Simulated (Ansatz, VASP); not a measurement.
One calculation of Mg, two programs

```
Mg
1.0
     2.89462    0.00000    0.00000
    -1.44731    2.50681    0.00000
     0.00000    0.00000    4.64461
Mg
2
Direct
  0.33333 0.66667 0.25000
  0.66667 0.33333 0.75000
```

Change from the starting cell: volume scaled by 0.78, LAPW.

Alike in both runs: task single point; functional LDA; k mesh 15 × 15 × 9; occupations fermi-dirac, width 0.05 eV; no spin polarisation.

|  | VASP | Ansatz |
| --- | --- | --- |
| version | VASP 6.6.1 | Ansatz 0.2.0 |
| potentials or method | VASP PAW LDA potentials, release 64 (Mg), cutoff 520 eV | all-electron LAPW, scalar-relativistic |

Ansatz gave:

```
pressure (GPa) : 16.2
```

Problem. What did VASP give for the same quantities?

Solution. Pressure (GPa): 15.9.

LDA's correlation is that of Perdew and Zunger in VASP and of Perdew and Wang (1992) in Ansatz. Ansatz ran all-electron here, and VASP with PAW potentials.
